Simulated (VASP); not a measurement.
# CO2 in VASP: a series of runs

The runs below take CO2 through single point, with PBE+D3(BJ).

Everything below comes from runs of VASP 6.6.1. Logs are shortened: lines on timing, memory, paths and dates and some standing lists are left out, and cuts for length are marked.

### 1 The cell of the first run

The cell holds an amorphous packing of atoms, 24 atoms: a = 8.082 Å, b = 8.082 Å, c = 8.082 Å, α = 90.00°, β = 90.00°, γ = 90.00°.

### 2 Single point, PBE+D3(BJ)

The input, INCAR:

```
PREC = Accurate
ENCUT = 520
EDIFF = 1E-6
ISMEAR = -1
SIGMA = 0.05
LREAL = Auto
LASPH = True
NELM = 100
ALGO = Normal
ISIF = 2
LWAVE = False
LCHARG = True
GGA = PE
IVDW = 12
LELF = True
LVHAR = True
NBANDS = 82
```

The input, KPOINTS:

```
regular mesh
0
Gamma
  1 1 1
```

The input, POSCAR:

```
CO2
1.0
    8.0824800000      0.0000000000      0.0000000000
    0.0000000000      8.0824800000      0.0000000000
    0.0000000000      0.0000000000      8.0824800000
C O
8 16
Direct
    0.4941923766      0.7953746870      0.8525601053
    0.9712241787      0.4929551326      0.6102706100
    0.0352490820      0.1726079124      0.0962080945
    0.7144589284      0.1474671141      0.6667631717
    0.5745018856      0.5513283052      0.4147984282
    0.1159545090      0.8289287446      0.4395433085
    0.4880061565      0.3832858232      0.0364739535
    0.0212063624      0.7552508636      0.9156595500
    0.5489899140      0.8971751245      0.9516014887
    0.4592897230      0.6791479843      0.7644312142
    0.8383812889      0.5363081628      0.5592095495
    1.0862878720      0.4371059378      0.6694356188
    0.1395858697      0.1876033099      0.1942225654
   -0.0164058556      0.1922429749     -0.0339499758
    0.5799705041      0.1064772199      0.6038864309
    0.8218888262      0.1966475636      0.7498317348
    0.6215666479      0.6833917313      0.4043808336
    0.5339326543      0.4129054449      0.4071770051
    0.2124100524      0.8789752650      0.5568835308
    0.0279493423      0.8033920282      0.3312225950
    0.4437994279      0.5121571597      0.0916797815
    0.5416035672      0.2534618088      0.0082524176
   -0.0688526294      0.7940632083      0.8092194475
    0.1378289832      0.7345393988      0.9977506904
```

Potentials or basis: VASP PAW PBE potentials, release 64 (C, O).

Command:

```console
$ cat potpaw_PBE.64/C/POTCAR potpaw_PBE.64/O/POTCAR > POTCAR
$ mpirun -np 1 vasp_gam > vasp.out
```

OUTCAR:

```text
PREC = Accurate
   ENCUT = 520
   EDIFF = 1E-6
   ISMEAR = -1
   LREAL = Auto
   LASPH = True
   NELM = 100
   ISIF = 2
   GGA = PE
   IVDW = 12
 IVDW          = 12

 ion  position               nearest neighbor table
   1  0.494  0.795  0.853-  10 1.21   9 1.23
   2  0.971  0.493  0.610-  12 1.14  11 1.20
   3  0.035  0.173  0.096-  14 1.14  13 1.16
   4  0.714  0.147  0.667-  16 1.17  15 1.24
   5  0.575  0.551  0.415-  17 1.14  18 1.17
   6  0.116  0.829  0.440-  20 1.15  19 1.29
   7  0.488  0.383  0.036-  22 1.16  21 1.19
   8  0.021  0.755  0.916-  24 1.16  23 1.17
   9  0.549  0.897  0.952-   1 1.23
  10  0.459  0.679  0.764-   1 1.21
  11  0.838  0.536  0.559-   2 1.20
  12  0.086  0.437  0.669-   2 1.14
  13  0.140  0.188  0.194-   3 1.16
  14  0.984  0.192  0.966-   3 1.14
[... 8 lines left out ...]
  23  0.931  0.794  0.809-   8 1.17
  24  0.138  0.735  0.998-   8 1.16

  LATTYP: Found a simple cubic cell.
 ALAT       =     8.0824800000

  Lattice vectors:

 A1 = (   8.0824800000,   0.0000000000,   0.0000000000)
 A2 = (   0.0000000000,   8.0824800000,   0.0000000000)
 A3 = (   0.0000000000,   0.0000000000,   8.0824800000)

Analysis of symmetry for initial positions (statically):
=====================================================================
 Subroutine PRICEL returns:
 Original cell was already a primitive cell.

 Routine SETGRP: Setting up the symmetry group for a
 simple cubic supercell.

 Subroutine GETGRP returns: Found  1 space group operations
 (whereof  1 operations were pure point group operations)
 out of a pool of 48 trial point group operations.

The static configuration has the point symmetry C_1 .

Analysis of symmetry for dynamics (positions and initial velocities):
=====================================================================
 Subroutine PRICEL returns:
 Original cell was already a primitive cell.

 Routine SETGRP: Setting up the symmetry group for a
 simple cubic supercell.

 Subroutine GETGRP returns: Found  1 space group operations
 (whereof  1 operations were pure point group operations)
 out of a pool of 48 trial point group operations.

The dynamic configuration has the point symmetry C_1 .

 Subroutine INISYM returns: Found  1 space group operations
 (whereof  1 operations are pure point group operations),
 and found     1 'primitive' translations

----------------------------------------------------------------------------------------

                                     Primitive cell

  volume of cell :     528.0000

  direct lattice vectors                    reciprocal lattice vectors
     8.082480000  0.000000000  0.000000000     0.123724401  0.000000000  0.000000000
     0.000000000  8.082480000  0.000000000     0.000000000  0.123724401  0.000000000
     0.000000000  0.000000000  8.082480000     0.000000000  0.000000000  0.123724401

  length of vectors
     8.082480000  8.082480000  8.082480000     0.123724401  0.123724401  0.123724401

  position of ions in fractional coordinates (direct lattice)
     0.494192377  0.795374687  0.852560105
     0.971224179  0.492955133  0.610270610
     0.035249082  0.172607912  0.096208094
     0.714458928  0.147467114  0.666763172
     0.574501886  0.551328305  0.414798428
     0.115954509  0.828928745  0.439543308
[... 16 lines left out ...]
     0.931147371  0.794063208  0.809219447
     0.137828983  0.734539399  0.997750690

  ion indices of the primitive-cell ions
   primitive index   ion index
                 1           1
                 2           2
                 3           3
                 4           4
                 5           5
                 6           6
[... 16 lines left out ...]
                23          23
                24          24

----------------------------------------------------------------------------------------

 KPOINTS: regular mesh

Automatic generation of k-mesh.
 Grid dimensions read from file:
 generate k-points for:    1    1    1

 Generating k-lattice:

  Cartesian coordinates                     Fractional coordinates (reciprocal lattice)
     0.123724401  0.000000000  0.000000000     1.000000000  0.000000000  0.000000000
     0.000000000  0.123724401  0.000000000     0.000000000  1.000000000  0.000000000
     0.000000000  0.000000000  0.123724401     0.000000000  0.000000000  1.000000000

  Length of vectors
     0.123724401  0.123724401  0.123724401

  Shift w.r.t. Gamma in fractional coordinates (k-lattice)
     0.000000000  0.000000000  0.000000000

 Subroutine IBZKPT returns following result:
 ===========================================

 Found      1 irreducible k-points:

 Following reciprocal coordinates:
            Coordinates               Weight
  0.000000  0.000000  0.000000      1.000000
   k-points           NKPTS =      1   k-points in BZ     NKDIM =      1   number of bands    NBANDS=     82
   number of dos      NEDOS =    301   number of ions     NIONS =     24
   total plane-waves  NPLWV = 216000
   dimension x,y,z NGX =    60 NGY =   60 NGZ =   60
   dimension x,y,z NGXF=   120 NGYF=  120 NGZF=  120
   ions per type =               8  16
   NGX,Y,Z   is equivalent  to a cutoff of  12.34, 12.34, 12.34 a.u.
   NGXF,Y,Z  is equivalent  to a cutoff of  24.68, 24.68, 24.68 a.u.
 SYSTEM =  unknown system
   PREC   = accura    normal or accurate (medium, high low for compatibility)
   ISTART =      0    job   : 0-new  1-cont  2-samecut
   ICHARG =      2    charge: 1-file 2-atom 10-const
   ISPIN  =      1    spin polarized calculation?
   LNONCOLLINEAR =      F non collinear calculations
   LSORBIT =      F    spin-orbit coupling
   LASPH  =      T    aspherical Exc in radial PAW
   ENCUT  =  520.0 eV  38.22 Ry    6.18 a.u.  15.03 15.03 15.03*2*pi/ulx,y,z
   NELM   =    100;   NELMIN=  2; NELMDL= -5     # of ELM steps
   EDIFF  = 0.1E-05   stopping-criterion for ELM
   LREAL  =      T    real-space projection
   EDIFFG = 0.1E-04   stopping-criterion for IOM
   NSW    =      0    number of steps for IOM
   IBRION =     -1    ionic relax: 0-MD 1-quasi-New 2-CG
   NFREE  =      0    steps in history (QN), initial steepest desc. (CG)
   ISIF   =      2    stress and relaxation
   ISYM   =      2    0-nonsym 1-usesym 2-fastsym
   POTIM  = 0.5000    time-step for ionic-motion
   TEBEG  =    0.0;   TEEND  =   0.0 temperature during run
   PSTRESS=    0.0 pullay stress
   NELECT =     128.0000    total number of electrons
   NUPDOWN=      -1.0000    fix difference up-down
   EMIN   =  10.00;   EMAX   =-10.00  energy-range for DOS
   EFERMI =   0.00;   METHOD = LEGACY
   ISMEAR =    -1;   SIGMA  =   0.05  broadening in eV -4-tet -1-fermi 0-gaus
   EFERMI_NEDOS =   21; number of points for ismear=-14 and -15
   IALGO  =     38    algorithm
   IMIX   =      4    mixing-type and parameters
     AMIX     =   0.40;   BMIX     =  1.00
     AMIX_MAG =   1.60;   BMIX_MAG =  1.00
  volume/ion in A,a.u.               =      22.00       148.46
  Fermi-wavevector in a.u.,A,eV,Ry     =   1.020783  1.929001 14.177248  1.041998
  Thomas-Fermi vector in A             =   2.154372
   LORBIT       =      0    0 simple, 1 ext, 2 COOP (PROOUT), +10 PAW based schemes
   GGA     = PE    functional components
   LHFCALC =     F    Hartree Fock is set to
   AEXX    =    0.0000 exact exchange contribution
   IVDW    =    12    specifies the selected vdW correction
   LEPSILON=     F    determine dielectric tensor
   LRPA    =     F    only Hartree local field effects (RPA)
 non-spin polarized calculation
  energy-cutoff  :      520.00
  volume of cell :      528.00
 maximum number of plane-waves:      7074
   NGX = 31   NGY = 31   NGZ = 31

 number of electron     128.0000016 magnetization

 Free energy of the ion-electron system (eV)
  ---------------------------------------------------
  ext. energy  EPLUGINS =         0.00000000
  ---------------------------------------------------
  free energy    TOTEN  =      -180.65266909 eV

  energy without entropy =     -180.65266909  energy(sigma->0) =     -180.65266909

 E-fermi :  -3.5846     XC(G=0):  -6.1202

 val. band max:       -4.8823078506   @ k =   0.0000   0.0000   0.0000
 cond. band min:       0.1161477626   @ k =   0.0000   0.0000   0.0000
 fundamental gap:      4.9984556131
 Fermi energy:        -3.5845878205

 k-point     1 :       0.0000    0.0000    0.0000
  band No.  band energies     occupation
      1     -26.3372      2.00000
      2     -26.2888      2.00000
      3     -26.2629      2.00000
      4     -26.1685      2.00000
      5     -25.7823      2.00000
      6     -25.6163      2.00000
[... 68 lines left out ...]
     75       2.6479      0.00000
     76       2.6754      0.00000
 [bands above 76 left out]

------------------------ aborting loop because EDIFF is reached ----------------------------------------

 Edisp (eV)   -1.07499

 E8    (eV) :    -0.2702

  FORCE on cell =-STRESS in cart. coord.  units (eV):
  Direction    XX          YY          ZZ          XY          YZ          ZX
  --------------------------------------------------------------------------------------
  -------------------------------------------------------------------------------------
  Total       0.46904     1.62172     4.03429    -5.31128    -8.06826     3.42609
  in kB       1.42327     4.92099    12.24175   -16.11670   -24.48253    10.39623
  external pressure =        6.20 kB  Pullay stress =        0.00 kB

 VOLUME and BASIS-vectors are now :
 -----------------------------------------------------------------------------
  energy-cutoff  :      520.00
  volume of cell :      528.00
      direct lattice vectors                 reciprocal lattice vectors
     8.082480000  0.000000000  0.000000000     0.123724401  0.000000000  0.000000000
     0.000000000  8.082480000  0.000000000     0.000000000  0.123724401  0.000000000
     0.000000000  0.000000000  8.082480000     0.000000000  0.000000000  0.123724401

 POSITION                                       TOTAL-FORCE (eV/Angst)
 -----------------------------------------------------------------------------------
      3.99430      6.42860      6.89080         1.633940     -0.195701      1.322779
      7.84990      3.98430      4.93250        -5.338039      1.036361     -1.595113
      0.28490      1.39510      0.77760         3.058496      1.255600      0.442620
      5.77460      1.19190      5.38910        -6.045011     -1.137730     -1.480804
      4.64340      4.45610      3.35260        -0.843813     -2.696607     -0.708515
      0.93720      6.69980      3.55260         5.855465      3.700748      6.995214
[... 16 lines left out ...]
      7.52598      6.41800      6.54050        -1.552032     -0.199046     -0.179766
      1.11400      5.93690      8.06430         0.465606     -0.677935      1.457803
 -----------------------------------------------------------------------------------
    total drift:                               -0.013105      0.001577     -0.022826

  FREE ENERGIE OF THE ION-ELECTRON SYSTEM (eV)
  ---------------------------------------------------
  free  energy   TOTEN  =      -181.7276557381 eV

  energy  without entropy=     -181.7276557381  energy(sigma->0) =     -181.72765574
```

Run time: 56 s. Hardware: 1 thread of Intel Xeon Platinum 8488C (Sapphire Rapids), shared host; peak memory 0.46 GiB.

What came out:

```yaml
Free_energy: -181.7277 eV
Pressure: 0.6 GPa
Largest_force: 9.845 eV/Å
Band_gap_on_the_k_mesh: 5.00 eV
Dispersion_energy_per_atom: -0.045 eV
```

Forces on the atoms (eV/Å):
```
C    1.634 -0.196  1.323
C   -5.338  1.036 -1.595
C    3.058  1.256  0.443
C   -6.045 -1.138 -1.481
C   -0.844 -2.697 -0.709
C    5.855  3.701  6.995
C   -0.435  2.089  2.029
C    1.085  0.962 -1.277
O   -1.980 -2.708 -3.058
O    0.409  2.793  1.658
O    2.600 -0.472  0.687
O    3.523 -0.970  1.304
O    0.653 -0.787  3.359
O   -2.719 -0.485 -2.382
O    4.727  0.913  1.534
O    0.247  0.061 -1.391
O    0.736  4.327 -0.154
O   -0.552 -1.215  0.569
O   -4.319 -2.678 -5.203
O   -1.549 -0.883 -1.785
O   -0.094 -0.532 -1.076
O    0.434 -1.499 -1.066
O   -1.552 -0.199 -0.180
O    0.466 -0.678  1.458
```

Caveat: the k points lie up to 0.78 Å⁻¹ apart.

### 3 Single point, PBE+D3(BJ)

The input, INCAR:

```
SYSTEM = CO2
  PREC = Accurate
  ENCUT = 520
  EDIFF = 1E-6
  ISMEAR = -1
  SIGMA = 0.05
  LREAL = Auto
  LASPH = .TRUE.
  NELM = 100
  ALGO = Normal
  ISIF = 2
  LWAVE = .FALSE.
  LCHARG = .TRUE.
  GGA = PE
  IVDW = 12
  LELF = .TRUE.
  LVHAR = .TRUE.
  NBANDS = 82
```

The input, KPOINTS:

```
regular mesh
0
G
  1 1 1
  0 0 0
```

The input, POSCAR:

```
CO2
1.0
    8.0824800000      0.0000000000      0.0000000000
    0.0000000000      8.0824800000      0.0000000000
    0.0000000000      0.0000000000      8.0824800000
C O
8 16
Direct
    0.4729612693      0.7779914086      0.8359686631
    0.9659411468      0.4802362641      0.6218883313
    0.1001920203      0.1781631380      0.0688402570
    0.7173045897      0.1781012758      0.6898625174
    0.5601745999      0.5484084093      0.3895586503
    0.1140986430      0.8560243886      0.4530168958
    0.4986093377      0.3668304778      0.0805693302
    0.0401980580      0.7725846522      0.8780349596
    0.5034222169      0.8605898190      0.9601137275
    0.4280245667      0.7160673457      0.7075551068
    0.8371687898      0.5306910750      0.5713345409
    1.1033494670      0.4594134474      0.6683344716
    0.1282527145      0.1841266542      0.2124471697
    0.0210455207      0.1435203056     -0.0465698647
    0.6033791609      0.1129356336      0.6180033851
    0.8421672556      0.2326637369      0.7351703932
    0.5979600321      0.6861507854      0.4077832546
    0.5363329077      0.3976378537      0.3960789263
    0.2102325029      0.9012332848      0.5706293118
    0.0337643891      0.7966366759      0.3547054864
    0.4342355317      0.4976442874      0.1210148370
    0.5346750007      0.2446897487      0.0064955311
   -0.0912096287      0.7669180747      0.8123744197
    0.1443616316      0.7512298206      0.9806396057
```

Potentials or basis: VASP PAW PBE potentials, release 64 (C, O).

Command:

```console
$ cat potpaw_PBE.64/C/POTCAR potpaw_PBE.64/O/POTCAR > POTCAR
$ mpirun -np 1 vasp_gam > vasp.out
```

It took 58 s on 1 thread of Intel Xeon Platinum 8488C (Sapphire Rapids), shared host; peak memory 0.45 GiB.

The run converged. Its results:

```
Free energy                : -181.8703 eV
Pressure                   : -2.0 GPa
Largest force              : 10.798 eV/Å
Band gap on the k mesh     : 4.84 eV
Dispersion energy per atom : -0.045 eV
```

Forces in eV/Å, atoms in the order of the input:
```
C   -0.613  1.904  0.693
C    0.051  1.573 -0.434
C   -1.891 -1.294  2.668
C   -3.061 -2.361 -3.138
C   -0.104 -4.668  1.429
C    6.599  2.896  8.041
C   -2.416  2.069 -1.336
C   -0.989 -1.405  2.375
O   -0.453 -2.675 -3.398
O    1.403  0.587  2.989
O    1.104 -1.082  0.406
O   -0.736 -0.406 -0.145
O    1.596  0.911 -0.136
O    0.776  0.120 -1.969
O    1.766  1.285  1.988
O    0.622  0.727  0.840
O   -0.327  0.767 -0.744
O    0.605  3.908  0.020
O   -4.341 -1.291 -5.061
O   -2.519 -1.352 -3.136
O    1.701 -2.840 -1.182
O    0.304  0.978  1.433
O    1.102  0.809 -0.571
O   -0.176  0.839 -1.632
```

Stress tensor (GPa, compression positive):
```
-1.39 -0.08 -0.31
-0.08 -2.98 -1.70
-0.31 -1.70 -1.67
```

Levels at points of the mesh, in eV from the valence-band top:
| k point | band 61 | band 62 | band 63 | band 64 | band 65 | band 66 | band 67 | band 68 |
| --- | --- | --- | --- | --- | --- | --- | --- | --- |
| (0.00, 0.00, 0.00) | -0.43 | -0.27 | -0.20 | 0.00 | 4.84 | 5.58 | 5.67 | 6.21 |

Caveat: the k points lie up to 0.78 Å⁻¹ apart.

(Part 1 of 2 ends here.)
